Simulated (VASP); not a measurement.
Write the native input for VASP 6.6.1 that does the following.

```yaml
Task: relaxation of cell and atoms
Functional: LDA
Potentials_or_basis: VASP PAW LDA potentials, release 64 (Zr_sv, H)
Cutoff: 600 eV
k_mesh: 16 × 16 × 13
Occupations: fermi-dirac, width 0.1 eV
Spin: no spin polarisation
Dipole_correction: no
Further_INCAR_settings: ALGO = Normal; EDIFF = 1e-06; IBRION = 2; EDIFFG = -0.01; NSW = 80; ISIF = 3
```

The structure of ZrH2 lies in POSCAR:

```
ZrH2
1.0
    3.0300000000      0.0000000000      0.0000000000
   -1.5150000000      2.6240569735      0.0000000000
    0.0000000000      0.0000000000      3.3330000000
Zr H
1 2
Direct
    0.0000000000      0.0000000000      0.0000000000
    0.3333333333      0.6666666667      0.5000000000
    0.6666666667      0.3333333333      0.5000000000
```

The input as run:

INCAR

```
PREC = Accurate
ENCUT = 600
EDIFF = 1E-6
ISMEAR = -1
SIGMA = 0.1
LREAL = F
LASPH = T
NELM = 100
ALGO = Normal
ISIF = 3
LWAVE = F
LCHARG = F
GGA = CA
IBRION = 2
NSW = 80
EDIFFG = -0.01
```

KPOINTS

```
Automatic mesh
0
Gamma
  16 16 13
```

Potentials or basis: VASP PAW LDA potentials, release 64 (Zr_sv, H).

Run with:

```sh
$ cat potpaw_LDA.64/Zr_sv/POTCAR potpaw_LDA.64/H/POTCAR > POTCAR
$ mpirun -np 1 vasp_std > vasp.out
```

It gave:

```yaml
Relaxed_volume: 8.27 Å³/atom
Relaxed_cell: a = 3.136 Å, b = 3.136 Å, c = 2.914 Å, α = 90.00°, β = 90.00°, γ = 120.00°
Space_group_after_relaxing_to_0.1_Å: P6/mmm (No. 191)
Energy_gained_by_relaxing: 147.3 meV/atom
Ionic_steps: 6
Pressure_after_relaxing: 0.0 GPa
Band_gap_on_the_k_mesh: zero (bands 7 and 8 overlap by 1.53 eV)
```

It took 6.1 min on 1 thread of Intel Xeon 8259CL, on a shared host, peak memory 0.21 GiB.
